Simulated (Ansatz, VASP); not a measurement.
# One calculation of WS2, two programs

```
CELL_PARAMETERS angstrom
3.14607 0.00000 0.00000
-1.57303 2.72457 0.00000
0.00000 0.00000 23.57096
ATOMIC_POSITIONS crystal
W 0.33333 0.66667 0.63457
W 0.66667 0.33333 0.36543
S 0.33333 0.66667 0.29897
S 0.66667 0.33333 0.56805
S 0.33333 0.66667 0.43195
S 0.66667 0.33333 0.70103
```

Alike in both runs: functional PBEsol; k mesh 12 × 12 × 2; occupations gaussian, width 0.02 eV; no spin polarisation.

Ansatz relaxed the structure, and its values are those at the end. VASP's run is a single point on that final structure, the one shown.

|  | VASP | Ansatz |
| --- | --- | --- |
| version | VASP 6.6.1 | Ansatz 0.2.0 |
| potentials or method | VASP PAW PBE potentials, release 64 (W_sv, S), cutoff 520 eV | scalar-relativistic, plane waves, PAW |
| valence electrons in the cell | 52 | 52 |

|  | VASP | Ansatz | Ansatz less VASP |
| --- | --- | --- | --- |
| gap on the k mesh at the Fermi level (eV) | 1.54 | 1.53 | -0.012 |
| least direct gap on the mesh (eV) | 1.91 | 1.90 | -0.003 |
| rms of the force components (eV/Å) | 0.009 | 0.001 | -0.0084 |

VASP's potentials were made for PBE, not for PBEsol, and Ansatz warns of the same on its side.

Neither program's run includes spin-orbit coupling.
